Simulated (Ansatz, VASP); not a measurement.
Eu in VASP and in Ansatz

File INCAR:

```
PREC = Accurate ; ENCUT = 520
EDIFF = 1E-7 ; ISMEAR = 1
SIGMA = 1.0 ; LREAL = False
LASPH = True ; NELM = 150
ALGO = Normal ; ISIF = 2
LWAVE = False ; LCHARG = False
ISPIN = 2 ; MAGMOM = 6.925
LORBIT = 11 ; LMAXMIX = 6
GGA = CA ; NBANDS = 18
```

KPOINTS

```
Automatic mesh
0
Gamma
  11 11 11
```

Contents of POSCAR:

```
Eu
1.0
   -2.0544259245      2.0544259245      2.0544259245
    2.0544259245     -2.0544259245      2.0544259245
    2.0544259245      2.0544259245     -2.0544259245
Eu
1
Direct
    0.0000000000      0.0000000000      0.0000000000
```

Input for Ansatz:

```yaml
crystal:
  lattice:
    - [-2.0544259245, 2.0544259245, 2.0544259245]
    - [2.0544259245, -2.0544259245, 2.0544259245]
    - [2.0544259245, 2.0544259245, -2.0544259245]
  atoms:
    - { symbol: Eu, position: [0.0, 0.0, 0.0], spin: 6.925 }
hamiltonian:
  xc: lda
  pseudopotentials:
    kind: paw
    azcp:
      Eu: "pseudopotentials/Eu.paw.azcp"
basis:
  ecutwfc: 420
  fft_grid_basis: typed
kpoints:
  mp_grid: { grid: [11, 11, 11], shift: [0, 0, 0] }
magnetization:
  spin_polarized: true
scf:
  occupations: { method: methfessel_paxton, width: 1.0 }
  lower_state_search: "off"
output:
  stress: true
```

Alike in both runs: task single point; functional LDA; k mesh 11 × 11 × 11; occupations methfessel-paxton of order 1, width 1 eV; collinear spin.

|  | VASP | Ansatz |
| --- | --- | --- |
| version | VASP 6.6.1 | Ansatz 0.2.0 |
| potentials or method | VASP PAW PBE potentials, release 64 (Eu), cutoff 520 eV | plane waves (420 eV) with PAW, scalar-relativistic |
| valence electrons in the cell | 17 | 17 |

Ansatz gave:

| Property | Result |
| --- | --- |
| pressure (GPa) | -0.2 |
| net moment per atom (μB) | 7.32 |
| size of the moment on the site where the two differ most (μB) | 6.99 |

What did VASP give for the same quantities?

Pressure (GPa): -0.5; net moment per atom (μB): 7.26; size of the moment on the site where the two differ most (μB): 6.66.

VASP's potentials were made for PBE, not for LDA, and Ansatz warns of the same on its side. LDA's correlation is that of Perdew and Zunger in VASP and of Perdew and Wang (1992) in Ansatz. Site moments also hang on the region over which each program counts them. Ansatz's warnings: stability check not made.

Spin-orbit coupling is off throughout.
